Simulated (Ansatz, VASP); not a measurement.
## C: VASP beside Ansatz

Contents of INCAR:

```
SYSTEM = C
PREC     = Accurate       ! precision mode
ENCUT    = 1300           ! plane-wave cutoff, eV
EDIFF    = 1E-6           ! SCF threshold, eV
ISMEAR   = 0              ! smearing method
SIGMA    = 0.01           ! smearing width, eV
LREAL    = .FALSE.        ! projectors in reciprocal space
LASPH    = .TRUE.         ! aspherical terms in the spheres
NELM     = 120            ! most SCF steps
ALGO     = Normal         ! electronic algorithm
ISIF     = 2              ! what is computed and relaxed
LWAVE    = .FALSE.        ! write WAVECAR
LCHARG   = .FALSE.        ! write CHGCAR
GGA      = CA             ! functional
NBANDS   = 11             ! bands
GGA_COMPAT= .FALSE.
```

File KPOINTS:

```
Automatic mesh
0
G
  10 10 10
  0 0 0
```

POSCAR

```
C
1.0
    0.0000000000      1.7657474443      1.7657474443
    1.7657474443      0.0000000000      1.7657474443
    1.7657474443      1.7657474443      0.0000000000
C
2
Direct
    0.0000000000      0.0000000000      0.0000000000
    0.2500000000      0.2500000000      0.2500000000
```

Input for Ansatz:

```yaml
crystal:
  lattice:
    - [0.0, 1.7657474443, 1.7657474443]
    - [1.7657474443, 0.0, 1.7657474443]
    - [1.7657474443, 1.7657474443, 0.0]
  atoms:
    - { symbol: C, position: [0.0, 0.0, 0.0] }
    - { symbol: C, position: [0.25, 0.25, 0.25] }
basis:
  ecutwfc: 420
kpoints:
  mp_grid: { grid: [10, 10, 10] }
  band_path:
    path:
      - [0.0, 0.0, 0.0]
      - [0.0, 0.0, 0.0]
      - [0.3644840247, 0.3644840247, 0.0]
      - [0.5, 0.5, 0.5]
      - [0.0033723292, 0.0033723292, 0.0]
      - [-0.0033723292, -0.0033723292, 0.0]
      - [0.0038940304, 0.0038940304, 0.0038940304]
      - [-0.0038940304, -0.0038940304, -0.0038940304]
      - [0.0033723292, 0.0033723292, 0.0]
      - [-0.0033723292, -0.0033723292, 0.0]
      - [0.3678563539, 0.3678563539, 0.0]
      - [0.3611116955, 0.3611116955, 0.0]
      - [0.3644840247, 0.3678563539, 0.0033723292]
      - [0.3644840247, 0.3611116955, -0.0033723292]
      - [0.5038940304, 0.5038940304, 0.5038940304]
      - [0.4961059696, 0.4961059696, 0.4961059696]
      - [0.4976154031, 0.5023845969, 0.5]
      - [0.5023845969, 0.4976154031, 0.5]
    npoints: 1
hamiltonian:
  xc: lda
  pseudopotentials: { kind: paw, azcp: { folder: soft_1 } }
scf:
  occupations: { method: fixed }
  n_extra_bands: 5
output:
  forces: true
  stress: true
  eigenvalues: true
```

Alike in both runs: task single point; functional LDA; k mesh 10 × 10 × 10; no spin polarisation.

|  | VASP | Ansatz |
| --- | --- | --- |
| version | VASP 6.6.1 | Ansatz 0.2.0 |
| potentials or method | VASP PAW LDA potentials, release 64 (C_h), cutoff 1300 eV | scalar-relativistic, plane waves, PAW |
| occupations | gaussian, width 0.01 eV | fixed |
| valence electrons in the cell | 8 | 8 |

Ansatz gave:

* gap on the k mesh at the Fermi level (eV): 4.21
* least direct gap on the mesh (eV): 5.62
* pressure (GPa): 0.0

Q: Estimate VASP's values.

A: gap on the k mesh at the Fermi level (eV): 4.21; least direct gap on the mesh (eV): 5.63; pressure (GPa): 1.0.

Ansatz warns that its potentials were made for another functional, while VASP's fit it. LDA's correlation is that of Perdew and Zunger in VASP and of Perdew and Wang (1992) in Ansatz.
